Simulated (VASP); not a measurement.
# HSO: single point with PBE+D3(BJ)

The system is HSO.

```
CELL_PARAMETERS angstrom
9.05478 0.00000 0.00000
0.00000 9.05478 0.00000
0.00000 0.00000 9.05478
ATOMIC_POSITIONS crystal
S 0.05344 0.47401 0.95822
S 0.62274 0.50383 0.05918
S 0.97458 0.90958 0.70302
S 0.87004 0.27433 0.29932
S 0.09588 0.80561 0.24985
S 0.64397 0.10085 0.69325
S 0.14980 0.32996 0.42745
S 0.41263 0.66514 0.62713
S 0.22135 0.95547 0.90173
S 0.55178 0.98243 0.25854
O 0.20200 0.39876 0.98738
O 0.06965 0.62803 0.92053
O 0.54781 0.59181 0.93026
O 0.65532 0.35659 0.00145
O 0.93711 0.76222 0.64073
O 0.10205 0.97467 0.62183
O 0.87945 0.40480 0.20269
O 0.90349 0.13014 0.23622
O 0.95404 0.77777 0.18491
O 0.18894 0.68348 0.28753
H 0.61482 0.25529 0.68855
H 0.56848 0.10980 0.82855
H 0.23059 0.41996 0.32161
H 0.25394 0.32050 0.54064
H 0.35979 0.79201 0.56016
H 0.27982 0.65051 0.69278
H 0.26435 0.94928 0.05000
H 0.14653 0.08075 0.94677
H 0.53028 0.85252 0.15157
H 0.42431 0.97655 0.33482
```

```
Program             : VASP 6.6.1
Task                : single point
Functional          : PBE
Dispersion          : D3(BJ)
Potentials or basis : VASP PAW PBE potentials, release 64 (S, O, H)
Cutoff              : 520 eV
k mesh              : 1 × 1 × 1
Occupations         : fermi-dirac, width 0.05 eV
Spin                : no spin polarisation
```

The pressure is -2.1 GPa. The largest force is 5.593 eV/Å. The dispersion energy per atom is -0.059 eV.

Forces in eV/Å, atoms in the order of the input:
```
S    3.551 -1.428  0.217
S   -2.258  1.193 -4.976
S    1.000 -1.567 -1.931
S   -0.165 -0.124 -0.474
S   -0.209  1.198  0.109
S   -1.193  1.818  1.079
S    1.702  0.787 -0.505
S   -0.433  0.883 -0.413
S    0.106  0.829  1.724
S    0.135 -1.818 -1.774
O   -2.995  0.878 -0.325
O   -0.471  0.336 -0.102
O    1.715 -1.062  3.865
O    0.242 -0.093  1.069
O   -0.193  1.324  0.981
O   -1.027  0.319  0.520
O    0.207 -0.588  0.623
O   -0.035  0.594  0.083
O   -0.638 -0.220 -0.167
O    0.687 -0.934  0.123
H    0.534 -1.360 -0.252
H    0.633 -0.472 -0.890
H   -0.880 -1.015  1.620
H   -0.493  0.229 -0.891
H    0.379 -0.680  0.202
H    0.020 -0.162  0.121
H    0.023 -0.228 -0.851
H    0.265 -0.412 -0.565
H    0.002  2.167  1.986
H   -0.212 -0.393 -0.207
```

Stress tensor (GPa, compression positive):
```
-1.39  0.51  0.18
 0.51 -2.26 -0.47
 0.18 -0.47 -2.75
```

Levels at points of the mesh, in eV from the Fermi level:
```
           k point  band 61  band 62  band 63  band 64  band 65  band 66  band 67  band 68  band 69  band 70
(0.00, 0.00, 0.00)    -1.33    -1.20    -1.03    -0.84    -0.42     0.42     0.69     1.02     1.15     1.37
```

Run time: 90 s on 1 thread of Intel(R) Xeon(R) 6975P-C (Granite Rapids), with other jobs on the host, peak memory 0.68 GiB.

Caveat: the k points lie up to 0.69 Å⁻¹ apart; the atoms stand as in a frame of molecular dynamics.
